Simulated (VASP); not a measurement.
# TiC (Fm-3m) in VASP: notebook, part 2 of 2

VASP 6.6.1. Earlier steps stand in the parts before.

## Step 4: Vibrations by perturbation theory, PBEsol

This run uses another cell than the first one, of 8.90 Å³/atom, 0.899 times its volume.

Input file INCAR:

```
PREC = Accurate ; ENCUT = 520
EDIFF = 1E-8 ; ISMEAR = -1
SIGMA = 0.15 ; LREAL = F
LASPH = T ; NELM = 60
ALGO = Normal ; ISIF = 2
LWAVE = F ; LCHARG = F
GGA = PS ; NBANDS = 15
IBRION = 8 ; NSW = 1
```

Input file KPOINTS:

```
regular mesh
0
Gamma
  18 18 18
```

Input file POSCAR:

```
TiC
1.0
    0.0000000000      2.0721891536      2.0721891536
    2.0721891536      0.0000000000      2.0721891536
    2.0721891536      2.0721891536      0.0000000000
Ti C
1 1
Direct
    0.0000000000      0.0000000000      0.0000000000
    0.5000000000      0.5000000000      0.5000000000
```

Potentials or basis: VASP PAW PBE potentials, release 64 (Ti_sv, C).

Launch:

```console
> cat potpaw_PBE.64/Ti_sv/POTCAR potpaw_PBE.64/C/POTCAR > POTCAR
> mpirun -np 1 vasp_std > vasp.out
```

OUTCAR:

```text
PREC = Accurate
   ENCUT = 520
   EDIFF = 1E-8
   ISMEAR = -1
   LREAL = F
   LASPH = T
   NELM = 60
   ISIF = 2
   GGA = PS
   IBRION = 8
   NSW = 1

 ion  position               nearest neighbor table
   1  0.000  0.000  0.000-   2 2.07   2 2.07   2 2.07   2 2.07   2 2.07   2 2.07
   2  0.500  0.500  0.500-   1 2.07   1 2.07   1 2.07   1 2.07   1 2.07   1 2.07

  LATTYP: Found a face centered cubic cell.
 ALAT       =     4.1443783072

  Lattice vectors:

 A1 = (   0.0000000000,   2.0721891536,   2.0721891536)
[... 687 lines left out ...]
  1X   -14.835300    0.000000    0.000000   14.835300    0.000000    0.000000
  1Y     0.000000  -14.835300    0.000000    0.000000   14.835300    0.000000
  1Z     0.000000    0.000000  -14.835300    0.000000    0.000000   14.835300
  2X    14.839303    0.000000    0.000000  -14.839303    0.000000    0.000000
  2Y     0.000000   14.839303    0.000000    0.000000  -14.839303    0.000000
  2Z     0.000000    0.000000   14.839303    0.000000    0.000000  -14.839303

 Eigenvectors and eigenvalues of the dynamical matrix
 ----------------------------------------------------

   1 f  =   19.433895 THz   122.106766 2PiTHz  648.244971 cm-1    80.372097 meV
             X         Y         Z           dx          dy          dz
      0.000000  0.000000  0.000000    -0.447777    0.000000    0.000000
      2.072189  2.072189  2.072189     0.894145    0.000000    0.000000
[... 21 lines left out ...]
   6 f/i=    0.001050 THz     0.006594 2PiTHz    0.035009 cm-1     0.004341 meV
             X         Y         Z           dx          dy          dz
      0.000000  0.000000  0.000000     0.000000    0.000000    0.894145
      2.072189  2.072189  2.072189     0.000000    0.000000    0.447777

--------------------------------------------------------------------------------------------------------

 ELASTIC MODULI CONTR FROM IONIC RELAXATION (kBar)
 Direction    XX          YY          ZZ          XY          YZ          ZX
 --------------------------------------------------------------------------------
 XX           0.0000      0.0000      0.0000      0.0000      0.0000      0.0000
 YY           0.0000      0.0000      0.0000      0.0000      0.0000      0.0000
 ZZ           0.0000      0.0000      0.0000      0.0000      0.0000      0.0000
 XY           0.0000      0.0000      0.0000      0.0000      0.0000      0.0000
 YZ           0.0000      0.0000      0.0000      0.0000      0.0000      0.0000
 ZX           0.0000      0.0000      0.0000      0.0000      0.0000      0.0000
 --------------------------------------------------------------------------------
```

stdout:

```text
POSCAR found type information on POSCAR TiC
 POSCAR found :  2 types and       2 ions
 scaLAPACK will be used
 -----------------------------------------------------------------------------
|                                                                             |
|                                                                             |
|     You enforced a specific xc type in the INCAR file but a different       |
|     I HOPE YOU KNOW WHAT YOU ARE DOING!                                     |
|                                                                             |
 -----------------------------------------------------------------------------

 LDA part: xc-table for (Slater+PW92), standard interpolation
 POSCAR, INCAR and KPOINTS ok, starting setup
 FFT: planning ... GRIDC
 FFT: planning ... GRID_SOFT
 FFT: planning ... GRID
 WAVECAR not read
 entering main loop
 Linear response reoptimize wavefunctions to high precision
 Linear response DOF=           2
 Linear response progress:
 first order change of Fermi-energy   0.50743E-04
 force on displaced ion       1 direction 1 : -14.835   0.000   0.000
 Linear response progress:
 first order change of Fermi-energy   0.21610E-03
 force on displaced ion       2 direction 1 : -14.839   0.000   0.000
 Linear response finished
```

Wall time 3.4 min (1 thread of Intel Xeon 6975P-C (Granite Rapids), shared host); peak memory 0.4 GiB.

Results:

```
Highest phonon frequency at Γ, LO-TO splitting left out : 648 cm⁻¹
```

Phonon frequencies in cm⁻¹ (negative: imaginary):
| q point | frequencies |
| --- | --- |
| (0.000, 0.000, 0.000) | 0 0 0 648 648 648 |

Caveat: the cell wasn't relaxed at this level first, which shifts response properties; the PAW data sets were made with another functional, which shifts forces and pressure a little.

## Step 5: Vibrations by perturbation theory, PBEsol

This run uses another cell than the first one, of 9.32 Å³/atom, 0.942 times its volume.

Input file INCAR:

```
ALGO = Normal
EDIFF = 1E-8
ENCUT = 520
GGA = PS
IBRION = 8
ISIF = 2
ISMEAR = -1
LASPH = True
LCHARG = False
LREAL = False
LWAVE = False
NELM = 80
NSW = 1
PREC = Accurate
SIGMA = 0.15
```

Input file KPOINTS:

```
k-points
0
Gamma
  18 18 18
```

Input file POSCAR:

```
TiC
1.0
    0.0000000000      2.1044346017      2.1044346017
    2.1044346017      0.0000000000      2.1044346017
    2.1044346017      2.1044346017      0.0000000000
Ti C
1 1
Direct
    0.0000000000      0.0000000000      0.0000000000
    0.5000000000      0.5000000000      0.5000000000
```

Potentials or basis: VASP PAW PBE potentials, release 64 (Ti_sv, C).

Launch:

```console
> cat potpaw_PBE.64/Ti_sv/POTCAR potpaw_PBE.64/C/POTCAR > POTCAR
> mpirun -np 1 vasp_std > vasp.out
```

OUTCAR:

```text
EDIFF = 1E-8
   ENCUT = 520
   GGA = PS
   IBRION = 8
   ISIF = 2
   ISMEAR = -1
   LASPH = True
   LREAL = False
   NELM = 80
   NSW = 1
   PREC = Accurate

 ion  position               nearest neighbor table
   1  0.000  0.000  0.000-   2 2.10   2 2.10   2 2.10   2 2.10   2 2.10   2 2.10
   2  0.500  0.500  0.500-   1 2.10   1 2.10   1 2.10   1 2.10   1 2.10   1 2.10

  LATTYP: Found a face centered cubic cell.
 ALAT       =     4.2088692034

  Lattice vectors:

 A1 = (   0.0000000000,   2.1044346017,   2.1044346017)
 A2 = (   2.1044346017,   0.0000000000,   2.1044346017)
 A3 = (   2.1044346017,   2.1044346017,   0.0000000000)

Analysis of symmetry for initial positions (statically):
=====================================================================
 Subroutine PRICEL returns:
 Original cell was already a primitive cell.

 Routine SETGRP: Setting up the symmetry group for a
 face centered cubic supercell.
[... 588 lines left out ...]

 INTERNAL STRAIN TENSOR  FOR ION    2  DIRECTION 1   (eV/Angst):
 -----------------------------------------------------------------------------
    -0.00501  0.00000  0.00000
     0.00000  0.00170  0.00000
    -0.00000  0.00000  0.00170

 INTERNAL STRAIN TENSOR FOR ION    2 for displacements in x,y,z  (eV/Angst):
          X           Y           Z          XY          YZ          ZX
  --------------------------------------------------------------------------------
  x     0.00000     0.00000     0.00000     0.00000     0.00000     0.00000
  y     0.00000     0.00000     0.00000     0.00000     0.00000     0.00000
  z     0.00000     0.00000     0.00000     0.00000     0.00000     0.00000

 SECOND DERIVATIVES (NOT SYMMETRIZED)
 ------------------------------------
               1X          1Y          1Z          2X          2Y          2Z
  1X   -12.780048    0.000000    0.000000   12.780048    0.000000    0.000000
  1Y     0.000000  -12.780048    0.000000    0.000000   12.780048    0.000000
  1Z     0.000000    0.000000  -12.780048    0.000000    0.000000   12.780048
  2X    12.771775    0.000000    0.000000  -12.771775    0.000000    0.000000
  2Y     0.000000   12.771775    0.000000    0.000000  -12.771775    0.000000
  2Z     0.000000    0.000000   12.771775    0.000000    0.000000  -12.771775

 Eigenvectors and eigenvalues of the dynamical matrix
 ----------------------------------------------------

   1 f  =   18.030953 THz   113.291821 2PiTHz  601.447865 cm-1    74.569998 meV
             X         Y         Z           dx          dy          dz
      0.000000  0.000000  0.000000     0.447941   -0.000000    0.000000
      2.104435  2.104435  2.104435    -0.894063   -0.000000    0.000000
[... 21 lines left out ...]
   6 f/i=    0.002338 THz     0.014691 2PiTHz    0.077995 cm-1     0.009670 meV
             X         Y         Z           dx          dy          dz
      0.000000  0.000000  0.000000    -0.006605    0.215522    0.867672
      2.104435  2.104435  2.104435    -0.003309    0.107980    0.434719

--------------------------------------------------------------------------------------------------------

 ELASTIC MODULI CONTR FROM IONIC RELAXATION (kBar)
 Direction    XX          YY          ZZ          XY          YZ          ZX
 --------------------------------------------------------------------------------
 XX           0.0000      0.0000      0.0000      0.0000      0.0000      0.0000
 YY           0.0000      0.0000      0.0000      0.0000      0.0000      0.0000
 ZZ           0.0000      0.0000      0.0000      0.0000      0.0000      0.0000
 XY           0.0000      0.0000      0.0000      0.0000      0.0000      0.0000
 YZ           0.0000      0.0000      0.0000      0.0000      0.0000      0.0000
 ZX           0.0000      0.0000      0.0000      0.0000      0.0000      0.0000
 --------------------------------------------------------------------------------
```

stdout:

```text
POSCAR found type information on POSCAR TiC
 POSCAR found :  2 types and       2 ions
 scaLAPACK will be used
 -----------------------------------------------------------------------------
|                                                                             |
|                                                                             |
|     You enforced a specific xc type in the INCAR file but a different       |
|     I HOPE YOU KNOW WHAT YOU ARE DOING!                                     |
|                                                                             |
 -----------------------------------------------------------------------------

 LDA part: xc-table for (Slater+PW92), standard interpolation
 POSCAR, INCAR and KPOINTS ok, starting setup
 FFT: planning ... GRIDC
 FFT: planning ... GRID_SOFT
 FFT: planning ... GRID
 WAVECAR not read
 entering main loop
 Linear response reoptimize wavefunctions to high precision
 Linear response DOF=           2
 Linear response progress:
 first order change of Fermi-energy   0.92400E-04
 force on displaced ion       1 direction 1 : -12.780   0.000   0.000
 Linear response progress:
 first order change of Fermi-energy   0.21422E-03
 force on displaced ion       2 direction 1 : -12.772   0.000   0.000
 Linear response finished
```

Wall time 3.9 min (1 thread of Intel Xeon 6975P-C (Granite Rapids), shared host); peak memory 0.36 GiB.

Results:

| Item | Value |
| --- | --- |
| Highest phonon frequency at Γ, LO-TO splitting left out | 601 cm⁻¹ |

Phonon frequencies in cm⁻¹ (negative: imaginary):
```tsv
q point	frequencies
(0.000, 0.000, 0.000)	0 0 0 601 601 601
```

Caveat: the cell wasn't relaxed at this level first, which shifts response properties; the PAW data sets were made with another functional, which shifts forces and pressure a little.
